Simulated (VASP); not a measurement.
A run of VASP 6.6.1 is set up as follows.

The input POSCAR:

```
Ni
1.0
    0.0000000000      1.7592378550      1.7592378550
    1.7592378550      0.0000000000      1.7592378550
    1.7592378550      1.7592378550      0.0000000000
Ni
1
Direct
    0.0000000000      0.0000000000      0.0000000000
```

The input INCAR.step1:

```
  PREC = Accurate
  ENCUT = 520
  ISMEAR = 0
  SIGMA = 0.1
  LREAL = False
  LASPH = True
  NELM = 150
  ISPIN = 2
  MAGMOM = 2
  LMAXMIX = 4
  NBANDS = 15
  GGA = PE
  ALGO = Normal
  EDIFF = 1E-4
  LWAVE = True
  LCHARG = False
```

File INCAR.step2:

```
  PREC = Accurate
  ENCUT = 520
  EDIFF = 1E-6
  ISMEAR = 0
  SIGMA = 0.1
  LREAL = False
  LASPH = True
  NELM = 150
  ALGO = Normal
  ISIF = 2
  LWAVE = False
  LCHARG = False
  ISPIN = 2
  MAGMOM = 2
  LORBIT = 11
  LMAXMIX = 4
  METAGGA = R2SCAN
  LMIXTAU = True
  NBANDS = 15
  ISTART = 1
```

KPOINTS

```
Automatic mesh
0
Gamma
  20 20 20
```

Potentials or basis: VASP PAW PBE potentials, release 64 (Ni).

The run is started by

```bash
$ cat potpaw_PBE.64/Ni/POTCAR > POTCAR
$ cp INCAR.step1 INCAR
$ mpirun -np 1 vasp_std > vasp.out
$ cp INCAR.step2 INCAR
$ mpirun -np 1 vasp_std > vasp.out
```

**Question.** What does it give for the net moment?

**Answer.** 0.75 μB per cell.

**Question.** Estimate the site moments.

**Answer.** Ni +0.77 μB.

**Question.** What does it give for the pressure?

**Answer.** -6.3 GPa.

Caveat: the PAW data sets were made with another functional, which shifts forces and pressure a little.
